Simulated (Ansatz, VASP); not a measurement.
# One calculation of CsSi2, two programs

```
Cs Si
1.0
     6.28191    0.00000    0.00000
    -3.14095    5.44029    0.00000
     0.00000    0.00000    4.44668
Cs Si
1 2
Direct
  0.33333 0.66667 0.00000
  0.00000 0.00000 0.25536
  0.00000 0.00000 0.74464
```

Alike in both runs: functional PBE; k mesh 6 × 6 × 4; occupations gaussian, width 0.1 eV; no spin polarisation.

Ansatz relaxed the structure, and its values are those at the end. VASP's run is a single point on that final structure, the one shown.

```csv
,VASP,Ansatz
version,VASP 6.6.1,Ansatz 0.2.0
potentials or method,"VASP PAW PBE potentials, release 64 (Cs_sv, Si), cutoff 520 eV","scalar-relativistic, plane waves, PAW"
valence electrons in the cell,17,17
```

```csv
,VASP,Ansatz,Ansatz less VASP
gap on the k mesh at the Fermi level (eV),none,none,-
pressure (GPa),0.0,0.0,0.00
rms of the force components (eV/Å),0.009,0.006,-0.0026
```

A gap of «none» marks a metal or a gap that the smearing closes.

Neither program's run includes spin-orbit coupling.
